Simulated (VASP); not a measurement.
A run of VASP 6.6.1 is set up as follows.

INCAR

```
SYSTEM = Te
  PREC = Accurate
  ENCUT = 520
  EDIFF = 1E-7
  ISMEAR = -1
  SIGMA = 0.1
  LREAL = .False.
  LASPH = .True.
  NELM = 60
  ALGO = Normal
  ISIF = 2
  LWAVE = .False.
  LCHARG = .False.
  GGA = RP
  NBANDS = 16
```

File KPOINTS:

```
Automatic mesh
0
Gamma
  8 8 11
  0 0 0
```

Contents of POSCAR:

```
Te
1.0
    5.5296766673      0.0000000000      0.0000000000
   -2.7648383336      4.7888404686      0.0000000000
    0.0000000000      0.0000000000      3.2464641440
Te
3
Direct
    0.0000000000      0.0000000000      0.0000000000
    0.3333333333      0.6666666667      0.5000000000
    0.6666666667      0.3333333333      0.5000000000
```

Potentials or basis: VASP PAW PBE potentials, release 64 (Te).

Command:

```console
$ cat potpaw_PBE.64/Te/POTCAR > POTCAR
$ mpirun -np 1 vasp_std > vasp.out
```

Question: What does it give for the band gap on the k mesh?

Answer: Zero (band 9 reaches 10.65 eV, above the bottom of band 10 at 5.57 eV).

Question: Predict the pressure.

Answer: 1.8 GPa.

Stress tensor (GPa, compression positive):
```
2.46 0.00 0.00
0.00 2.46 0.00
0.00 0.00 0.43
```

Caveat: the PAW data sets were made with another functional, which shifts forces and pressure a little; spin-orbit coupling is left out, which moves the levels of the heavy elements.
